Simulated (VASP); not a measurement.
# Ge: single point with PBE

The system is Ge.

```xyz
1
Lattice="2.0769 0.0000 0.0000 0.0000 2.0769 0.0000 0.0000 0.0000 2.0769" Properties=species:S:1:pos:R:3 pbc="T T T"
Ge    0.0000    0.0000    0.0000
```

This cell differs from its parent crystal: volume scaled by 0.45.

```json
{
 "Program": "VASP 6.6.1",
 "Task": "single point",
 "Functional": "PBE",
 "Potentials or basis": "VASP PAW PBE potentials, release 64 (Ge_d)",
 "Cutoff": "520 eV",
 "k mesh": "15 × 15 × 15",
 "Occupations": "fermi-dirac, width 0.08 eV",
 "Spin": "no spin polarisation",
 "Dipole correction": "no",
 "Further INCAR settings": "ALGO = Normal; EDIFF = 1e-06; NBANDS = 13"
}
```

* Pressure: 340.0 GPa
* Band gap on the k mesh: zero (band 7 reaches 29.81 eV, above the bottom of band 8 at 16.52 eV)

Levels at points of the mesh, in eV from the Fermi level:
| k point | band 5 | band 6 | band 7 | band 8 | band 9 | band 10 |
| --- | --- | --- | --- | --- | --- | --- |
| (0.00, 0.00, 0.00) | -26.23 | -22.72 | 11.02 | 11.02 | 11.02 | 13.80 |

Run time: 3.1 s on 1 thread of Intel(R) Xeon(R) 6975P-C (Granite Rapids), with other jobs on the host, peak memory 0.12 GiB.
